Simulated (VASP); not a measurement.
A run of VASP 6.6.1 is set up as follows.

File INCAR:

```
SYSTEM = Ag
PREC = Accurate ; ENCUT = 500
EDIFF = 1E-6 ; ISMEAR = -1
SIGMA = 0.02 ; LREAL = .FALSE.
LASPH = .TRUE. ; NELM = 120
ALGO = Normal ; ISIF = 2
LWAVE = .FALSE. ; LCHARG = .FALSE.
NBANDS = 12 ; GGA_COMPAT = .FALSE.
```

The input KPOINTS:

```
regular mesh
0
G
  9 9 9
  0 0 0
```

The input POSCAR:

```
Ag
1.0
    0.0000000000      1.9998860804      1.9998860804
    1.9998860804      0.0000000000      1.9998860804
    1.9998860804      1.9998860804      0.0000000000
Ag
1
Direct
    0.0000000000      0.0000000000      0.0000000000
```

Potentials or basis: VASP PAW LDA potentials, release 64 (Ag).

Run with:

```bash
$ cat potpaw_LDA.64/Ag/POTCAR > POTCAR
$ mpirun -np 1 vasp_std > vasp.out
```

(1) Predict the pressure.

Results:

(1) 0.2 GPa.
